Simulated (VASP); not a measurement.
Set up this calculation in VASP 6.6.1, as the native input.

```
Task                   : single point
Functional             : r2SCAN
Potentials or basis    : VASP PAW PBE potentials, release 64 (Ca_sv, O)
Cutoff                 : 520 eV
k mesh                 : 8 × 8 × 8
Occupations            : gaussian, width 0.05 eV
Spin                   : no spin polarisation
Dipole correction      : no
Further INCAR settings : ALGO = Normal; EDIFF = 1e-07; NBANDS = 15
```

CaO:

```
Ca O
1.0
     2.89505   -0.01969   -0.00798
    -0.01969    2.90927   -0.00243
    -0.00798   -0.00243    2.89683
Ca O
1 1
Direct
  0.02150 0.05950 0.03839
  0.47850 0.44050 0.46161
```

This cell differs from its parent crystal: atoms moved at random and the cell strained at random.

These files were run (other wordings do the same):

POSCAR

```
CaO
1.0
    2.8950463669     -0.0196877743     -0.0079784168
   -0.0196877743      2.9092674741     -0.0024251481
   -0.0079784168     -0.0024251481      2.8968330609
Ca O
1 1
Direct
    0.0215040900      0.0595005188      0.0383881514
    0.4784959100      0.4404994812      0.4616118486
```

INCAR.step1

```
SYSTEM = CaO
PREC = Accurate
ENCUT = 520
ISMEAR = 0
SIGMA = 0.05
LREAL = .False.
LASPH = .True.
NELM = 80
NBANDS = 15
GGA = PE
ALGO = Normal
EDIFF = 1E-4
LWAVE = .True.
LCHARG = .False.
```

INCAR.step2

```
SYSTEM = CaO
PREC = Accurate
ENCUT = 520
EDIFF = 1E-7
ISMEAR = 0
SIGMA = 0.05
LREAL = .False.
LASPH = .True.
NELM = 80
ALGO = Normal
ISIF = 2
LWAVE = .False.
LCHARG = .False.
METAGGA = R2SCAN
LMIXTAU = .True.
NBANDS = 15
ISTART = 1
```

KPOINTS

```
regular mesh
0
Gamma
  8 8 8
  0 0 0
```

Potentials or basis: VASP PAW PBE potentials, release 64 (Ca_sv, O).

Run with:

```bash
$ cat potpaw_PBE.64/Ca_sv/POTCAR potpaw_PBE.64/O/POTCAR > POTCAR
$ cp INCAR.step1 INCAR
$ mpirun -np 1 vasp_std > vasp.out
$ cp INCAR.step2 INCAR
$ mpirun -np 1 vasp_std > vasp.out
```

Results of the run:

```json
{"Pressure": "11.4 GPa", "Largest force": "1.531 eV/Å", "Band gap on the k mesh": "4.39 eV, indirect (least direct gap 4.50 eV)"}
```

Caveat: the cell differs from its parent crystal (atoms moved at random and the cell strained at random); the PAW data sets were made with another functional, which shifts forces and pressure a little.

Wall time 120 s on 1 thread of Intel(R) Xeon(R) Platinum 8559C (Emerald Rapids), on a shared host, peak memory 0.22 GiB.
